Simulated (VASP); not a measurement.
Write the native input for VASP 6.6.1 that does the following.

```
Task                   : relaxation of cell and atoms
Functional             : revPBE
Potentials or basis    : VASP PAW PBE potentials, release 64 (In_d, Sb)
Cutoff                 : 600 eV
k mesh                 : 10 × 10 × 10
Occupations            : gaussian, width 0.1 eV
Spin                   : no spin polarisation
Dipole correction      : no
Further INCAR settings : ALGO = Normal; EDIFF = 1e-07; IBRION = 2; EDIFFG = -0.01; NSW = 100; ISIF = 3
```

The structure of InSb3 lies in POSCAR:

```
InSb3
1.0
    0.0000000000      3.7945550000      3.7945550000
    3.7945550000      0.0000000000      3.7945550000
    3.7945550000      3.7945550000      0.0000000000
In Sb
1 3
Direct
    0.0000000000      0.0000000000      0.0000000000
    0.2500000000      0.2500000000      0.2500000000
    0.7500000000      0.7500000000      0.7500000000
    0.5000000000      0.5000000000      0.5000000000
```

The input as run:

INCAR

```
ALGO = Normal
EDIFF = 1E-7
EDIFFG = -0.01
ENCUT = 600
GGA = RE
IBRION = 2
ISIF = 3
ISMEAR = 0
LASPH = T
LCHARG = F
LREAL = F
LWAVE = F
NELM = 80
NSW = 100
PREC = Accurate
SIGMA = 0.1
```

KPOINTS

```
k-points
0
Gamma
  10 10 10
```

Potentials or basis: VASP PAW PBE potentials, release 64 (In_d, Sb).

The run is started by

```sh
$ cat potpaw_PBE.64/In_d/POTCAR potpaw_PBE.64/Sb/POTCAR > POTCAR
$ mpirun -np 1 vasp_std > vasp.out
```

Results of the run:

- Relaxed volume: 27.72 Å³/atom
- Relaxed cell: a = 5.392 Å, b = 5.392 Å, c = 5.392 Å, α = 60.00°, β = 60.00°, γ = 60.00°
- Space group after relaxing (to 0.1 Å): Fm-3m (No. 225)
- Energy gained by relaxing: 0.9 meV/atom
- Ionic steps: 3
- Pressure after relaxing: 0.0 GPa

Caveat: the highest band is partly filled, so the run has too few bands; the PAW data sets were made with another functional, which shifts forces and pressure a little.

Run time: 8.7 min on 1 thread of Intel Xeon 8259CL (shared host), peak memory 0.4 GiB.
